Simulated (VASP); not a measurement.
Here is a VASP 6.6.1 calculation.

Contents of POSCAR:

```
MgO
1.0
    2.1127119569      2.1127119569      0.0000000000
   -2.1127119569      2.1127119569      0.0000000000
    0.0000000000      0.0000000000      4.1203138662
Mg O
2 2
Direct
    0.0000000000      0.0000000000      0.0000000000
    0.5000000000      0.5000000000      0.5000000000
    0.5000000000      0.5000000000      0.0000000000
    0.0000000000      0.0000000000      0.5000000000
```

INCAR.step1

```
ALGO = Normal
EDIFF = 1E-4
ENCUT = 520
GGA = PE
ISMEAR = 0
LASPH = True
LCHARG = False
LREAL = False
LWAVE = True
NBANDS = 16
NELM = 60
PREC = Accurate
SIGMA = 0.02
```

INCAR.step2

```
ALGO = Normal
EDIFF = 1E-6
ENCUT = 520
ISIF = 2
ISMEAR = 0
ISTART = 1
LASPH = True
LCHARG = False
LMIXTAU = True
LREAL = False
LWAVE = False
METAGGA = R2SCAN
NBANDS = 16
NELM = 60
PREC = Accurate
SIGMA = 0.02
```

File KPOINTS:

```
k-points
0
Gamma
  8 8 6
```

Potentials or basis: VASP PAW PBE potentials, release 64 (Mg, O).

The run is started by

```bash
$ cat potpaw_PBE.64/Mg/POTCAR potpaw_PBE.64/O/POTCAR > POTCAR
$ cp INCAR.step1 INCAR
$ mpirun -np 1 vasp_std > vasp.out
$ cp INCAR.step2 INCAR
$ mpirun -np 1 vasp_std > vasp.out
```

(1) Predict the band gap on the k mesh.

(2) Estimate the pressure.

## Answers

(1) 5.74 eV.

(2) 0.8 GPa.

Caveat: the cell differs from its parent crystal (uniaxial strain along c: -2.0 %); the PAW data sets were made with another functional, which shifts forces and pressure a little.
